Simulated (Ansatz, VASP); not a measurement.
Two plane-wave programs on WS2

The input INCAR:

```
PREC     = Accurate       # precision mode
ENCUT    = 520            # plane-wave cutoff, eV
EDIFF    = 1E-6           # SCF threshold, eV
ISMEAR   = 0              # smearing method
SIGMA    = 0.05           # smearing width, eV
LREAL    = False          # projectors in reciprocal space
LASPH    = True           # aspherical terms in the spheres
NELM     = 60             # most SCF steps
ALGO     = Normal         # electronic algorithm
ISIF     = 2              # what is computed and relaxed
LWAVE    = False          # write WAVECAR
LCHARG   = True           # write CHGCAR
LELF     = True           # ELF
LVHAR    = True         
NBANDS   = 49             # bands
```

Contents of KPOINTS:

```
Automatic mesh
0
Gamma
  10 10 2
```

File POSCAR:

```
WS2
1.0
   -1.5790003843     -2.7349088907      0.0000000000
    1.5790003843     -2.7349088907      0.0000000000
    0.0000000000      0.0000000000     18.4899900000
W S
3 6
Direct
    0.0000000000      0.0000000000      0.0000000000
    0.3333333333      0.3333333333      0.3333333333
    0.6666666667      0.6666666667      0.6666666667
    1.0000000000      1.0000000000      0.7503000000
    0.3333333333      0.3333333333      0.0836333333
    0.6666666667      0.6666666667      0.4169666667
    1.0000000000      1.0000000000      0.5810000000
    0.3333333333      0.3333333333      0.9143333333
    0.6666666667      0.6666666667      0.2476666667
```

Input for Ansatz:

```yaml
crystal:
  lattice:
    - [-1.5790003843, -2.7349088907, 0.0]
    - [1.5790003843, -2.7349088907, 0.0]
    - [0.0, 0.0, 18.48999]
  atoms:
    - { symbol: W, position: [0.0, 0.0, 0.0] }
    - { symbol: W, position: [0.3333333333, 0.3333333333, 0.3333333333] }
    - { symbol: W, position: [0.6666666667, 0.6666666667, 0.6666666667] }
    - { symbol: S, position: [1.0, 1.0, 0.7503] }
    - { symbol: S, position: [0.3333333333, 0.3333333333, 0.0836333333] }
    - { symbol: S, position: [0.6666666667, 0.6666666667, 0.4169666667] }
    - { symbol: S, position: [1.0, 1.0, 0.581] }
    - { symbol: S, position: [0.3333333333, 0.3333333333, 0.9143333333] }
    - { symbol: S, position: [0.6666666667, 0.6666666667, 0.2476666667] }
basis:
  ecutwfc: 420
kpoints:
  mp_grid: { grid: [10, 10, 2] }
hamiltonian:
  xc: lda
scf:
  occupations: { method: gaussian, width: 0.05 }
output:
  forces: true
  stress: true
  eigenvalues: true
```

Alike in both runs: task single point; functional LDA; k mesh 10 × 10 × 2; occupations gaussian, width 0.05 eV; no spin polarisation.

|  | VASP | Ansatz |
| --- | --- | --- |
| version | VASP 6.6.1 | Ansatz 0.2.0 |
| potentials or method | VASP PAW LDA potentials, release 64 (W_sv, S), cutoff 520 eV | scalar-relativistic, plane waves, PAW |
| valence electrons in the cell | 78 | 78 |

Ansatz gave:

```
gap on the k mesh at the Fermi level (eV)                     : 0.98
least direct gap on the mesh (eV)                             : 2.18
pressure (GPa)                                                : -3.7
traceless stress, the component that is largest in VASP (GPa) : 0.31
rms of the force components (eV/Å)                            : 0.271
```

Task: What did VASP give for the same quantities?

Result: gap on the k mesh at the Fermi level (eV): 0.99; least direct gap on the mesh (eV): 2.19; pressure (GPa): -3.3; traceless stress, the component that is largest in VASP (GPa): 0.32; rms of the force components (eV/Å): 0.262.

LDA's correlation is that of Perdew and Zunger in VASP and of Perdew and Wang (1992) in Ansatz. Atom by atom the forces differ by 0.022 eV/Å (rms over components).

Neither program's run includes spin-orbit coupling.
